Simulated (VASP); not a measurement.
Set up this calculation in VASP 6.6.1, as the native input.

- Task: single point
- Functional: LDA
- Potentials or basis: VASP PAW LDA potentials, release 64 (Al, O)
- Cutoff: 520 eV
- k mesh: 3 × 3 × 1
- Occupations: gaussian, width 0.1 eV
- Spin: no spin polarisation
- Dipole correction: no
- Further INCAR settings: ALGO = Normal; EDIFF = 1e-07; NBANDS = 33

The structure of Al12O lies in POSCAR:

```
Al12O
1.0
    5.7275650000      0.0000000000      0.0000000000
    2.8637820000      4.9602170000      0.0000000000
    0.0000000000      0.0000000000     17.6765370000
Al O
12 1
Direct
    0.1666666208      0.1666667003      0.0565722234
    0.6666667081      0.1666667003      0.0565722234
    0.1666666712      0.6666665995      0.0565722234
    0.6666667585      0.6666665995      0.0565722234
   -0.1671035903      0.3335249244      0.1864572795
    0.3328690663      0.3335773415      0.1864730631
   -0.1670991702      0.8335482097      0.1864590332
    0.3329284470      0.8335542578      0.1879692838
    0.0120734117     -0.0060735246      0.3203126834
    0.4935745218     -0.0059924798      0.3202533958
   -0.0003949001      0.5002125915      0.3110076934
    0.4936769526      0.5123787931      0.3202448534
    0.6663483612      1.1668148793      0.3590348042
```

One way to write it, as run:

INCAR

```
PREC = Accurate ; ENCUT = 520
EDIFF = 1E-7 ; ISMEAR = 0
SIGMA = 0.1 ; LREAL = F
LASPH = T ; NELM = 60
ALGO = Normal ; ISIF = 2
LWAVE = F ; LCHARG = T
LELF = T ; LVHAR = T
NBANDS = 33
```

KPOINTS

```
Automatic mesh
0
Gamma
  3 3 1
```

Potentials or basis: VASP PAW LDA potentials, release 64 (Al, O).

Run with:

```sh
$ cat potpaw_LDA.64/Al/POTCAR potpaw_LDA.64/O/POTCAR > POTCAR
$ mpirun -np 1 vasp_std > vasp.out
```

Results of the run:

| Item | Value |
| --- | --- |
| Largest force | 0.125 eV/Å |
| Band gap on the k mesh | zero (bands 21 and 22 overlap by 0.39 eV) |

Caveat: the k points lie up to 0.42 Å⁻¹ apart.

Wall time 100 s on 1 thread of Intel(R) Xeon(R) 6975P-C (Granite Rapids), with other jobs on the host, peak memory 0.48 GiB.
